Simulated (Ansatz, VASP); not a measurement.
**Cs2ZnAs2: VASP beside Ansatz**

INCAR

```
SYSTEM = Cs2ZnAs2
PREC = Accurate
ENCUT = 600
EDIFF = 1E-6
ISMEAR = 0
SIGMA = 0.1
LREAL = .False.
LASPH = .True.
NELM = 80
ALGO = Normal
ISIF = 3
LWAVE = .False.
LCHARG = .False.
GGA = PE
IBRION = 2
NSW = 90
EDIFFG = -0.04
```

File KPOINTS:

```
Automatic mesh
0
Gamma
  6 6 2
  0 0 0
```

The input POSCAR:

```
Cs2ZnAs2
1.0
    4.8056919119      0.0000000000      0.0000000000
   -2.4028459560      4.1618512785      0.0000000000
    0.0000000000      0.0000000000      8.1591234332
Cs Zn As
2 1 2
Direct
    0.3333333333      0.6666666667      0.6200000000
    0.6666666667      0.3333333333      0.3800000000
    0.0000000000      0.0000000000      0.0000000000
    0.3333333333      0.6666666667      0.2600000000
    0.6666666667      0.3333333333      0.7400000000
```

Input for Ansatz:

```yaml
crystal:
  lattice:
    - [4.8056919119, 0.0, 0.0]
    - [-2.402845956, 4.1618512785, 0.0]
    - [0.0, 0.0, 8.1591234332]
  atoms:
    - { symbol: Cs, position: [0.3333333333, 0.6666666667, 0.62] }
    - { symbol: Cs, position: [0.6666666667, 0.3333333333, 0.38] }
    - { symbol: Zn, position: [0.0, 0.0, 0.0] }
    - { symbol: As, position: [0.3333333333, 0.6666666667, 0.26] }
    - { symbol: As, position: [0.6666666667, 0.3333333333, 0.74] }
basis:
  ecutwfc: 420
kpoints:
  mp_grid: { grid: [6, 6, 2] }
hamiltonian:
  xc: pbe
scf:
  occupations: { method: gaussian, width: 0.1 }
  lower_state_search: "off"
output:
  forces: true
  stress: true
  eigenvalues: true
relax:
  adjacent_minimum: "off"
  f_tol: 0.04
  max_steps: 70
  cell: { stress_tol: 0.4 }
```

Alike in both runs: task relaxation of cell and atoms; functional PBE; k mesh 6 × 6 × 2; occupations gaussian, width 0.1 eV; no spin polarisation.

|  | VASP | Ansatz |
| --- | --- | --- |
| version | VASP 6.6.1 | Ansatz 0.2.0 |
| potentials or method | VASP PAW PBE potentials, release 64 (Cs_sv, Zn, As), cutoff 600 eV | scalar-relativistic, plane waves, PAW |
| valence electrons in the cell | 40 | 60 |

```csv
,VASP,Ansatz,Ansatz less VASP
"gap on the k mesh at the Fermi level, each at its own relaxed structure (eV)",none,none,-
relaxed volume (Å³/atom),44.08,43.72,-0.354
relaxed cell length with the largest relative difference (Å),11.416,11.369,-0.0473
```

A gap of «none» marks a metal or a gap that the smearing closes. VASP's potentials hold 40 valence electrons a cell and Ansatz's 60, so a difference there can come from the potentials and not from the codes.

The k mesh is coarse, so the values compare programs but aren't converged. Spin-orbit coupling is off throughout. Noted on VASP's run: the volume moved by over 15 % at a fixed basis, so the end points are rough.
